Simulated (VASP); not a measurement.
Write the native input for VASP 6.6.1 that does the following.

```
Task                   : relaxation of cell and atoms
Functional             : PBE
Potentials or basis    : VASP PAW PBE potentials, release 64 (Al, B, P)
Cutoff                 : 600 eV
k mesh                 : 6 × 6 × 4
Occupations            : gaussian, width 0.1 eV
Spin                   : no spin polarisation
Dipole correction      : no
Further INCAR settings : ALGO = Normal; EDIFF = 1e-07; IBRION = 2; EDIFFG = -0.04; NSW = 90; ISIF = 3
```

The structure of Al3B2P lies in POSCAR:

```
Al3B2P
1.0
    3.6254217900      0.0000000000      0.0000000000
   -1.8127109000      3.1397073700      0.0000000000
    0.0000000000      0.0000000000      7.1313547900
Al B P
3 2 1
Direct
    0.6666666700      0.3333333300      0.5000000000
    0.0000000000      0.0000000000      0.0000000000
    0.0000000000      0.0000000000      0.5000000000
    0.3333333300      0.6666666700      0.2428220100
    0.3333333300      0.6666666700      0.7571779900
    0.6666666700      0.3333333300      0.0000000000
```

The input as run:

INCAR

```
PREC     = Accurate       # precision mode
ENCUT    = 600            # plane-wave cutoff, eV
EDIFF    = 1E-7           # SCF threshold, eV
ISMEAR   = 0              # smearing method
SIGMA    = 0.1            # smearing width, eV
LREAL    = F              # projectors in reciprocal space
LASPH    = T              # aspherical terms in the spheres
NELM     = 80             # most SCF steps
ALGO     = Normal         # electronic algorithm
ISIF     = 3              # what is computed and relaxed
LWAVE    = F              # write WAVECAR
LCHARG   = F              # write CHGCAR
GGA      = PE             # functional
IBRION   = 2              # ionic algorithm
NSW      = 90             # ionic steps
EDIFFG   = -0.04          # ionic threshold
```

KPOINTS

```
Automatic mesh
0
Gamma
  6 6 4
```

Potentials or basis: VASP PAW PBE potentials, release 64 (Al, B, P).

Run with:

```sh
$ cat potpaw_PBE.64/Al/POTCAR potpaw_PBE.64/B/POTCAR potpaw_PBE.64/P/POTCAR > POTCAR
$ mpirun -np 1 vasp_std > vasp.out
```

It gave:

| Item | Value |
| --- | --- |
| Relaxed volume | 14.55 Å³/atom |
| Relaxed cell | a = 4.336 Å, b = 4.336 Å, c = 5.361 Å, α = 90.00°, β = 90.00°, γ = 120.00° |
| Space group after relaxing (to 0.05 Å) | P-6m2 (No. 187) |
| Energy gained by relaxing | 950.5 meV/atom |
| Ionic steps | 23 |
| Pressure after relaxing | -0.1 GPa |
| Largest force after relaxing | 0.003 eV/Å |
| Band gap on the k mesh | zero (band 10 reaches 7.48 eV, above the bottom of band 11 at 6.02 eV) |

Wall time 8 min on 1 thread of Intel(R) Xeon(R) Platinum 8259CL CPU @ 2.50GHz (Skylake/Cascade Lake), on a shared host, peak memory 0.23 GiB.
